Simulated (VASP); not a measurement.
Here is a VASP 6.6.1 calculation.

INCAR

```
SYSTEM = Pt2C3
PREC = Accurate
ENCUT = 520
EDIFF = 1E-6
ISMEAR = 0
SIGMA = 0.1
LREAL = .False.
LASPH = .True.
NELM = 60
ALGO = Normal
ISIF = 2
LWAVE = .False.
LCHARG = .False.
GGA = PE
NBANDS = 24
```

Contents of KPOINTS:

```
Automatic mesh
0
Gamma
  6 6 4
  0 0 0
```

File POSCAR:

```
Pt2C3
1.0
    3.3782535096      0.0000000000      0.0000000000
   -1.6891267548      2.9256533597      0.0000000000
    0.0000000000      0.0000000000      5.2560137091
Pt C
2 3
Direct
    0.3333333333      0.6666666667      0.2450000000
    0.6666666667      0.3333333333      0.7550000000
    0.0000000000      0.0000000000      0.0000000000
    0.3333333333      0.6666666667      0.6450000000
    0.6666666667      0.3333333333      0.3550000000
```

Potentials or basis: VASP PAW PBE potentials, release 64 (Pt, C).

Run with:

```sh
$ cat potpaw_PBE.64/Pt/POTCAR potpaw_PBE.64/C/POTCAR > POTCAR
$ mpirun -np 1 vasp_std > vasp.out
```

Question: What does it give for the largest force?

Answer: 2.173 eV/Å.

Question: What does it give for the band gap on the k mesh?

Answer: Zero (bands 16 and 17 overlap by 0.85 eV).

Question: Estimate the pressure.

Answer: 17.3 GPa.

Stress tensor (GPa, compression positive):
```
14.55  0.00  0.00
 0.00 14.55  0.00
 0.00  0.00 22.68
```

Caveat: the cell stands under pressure; spin-orbit coupling is left out, which moves the levels of the heavy elements; forces of over 1 eV/Å act on the atoms, so gaps and moduli don't describe the material at rest.
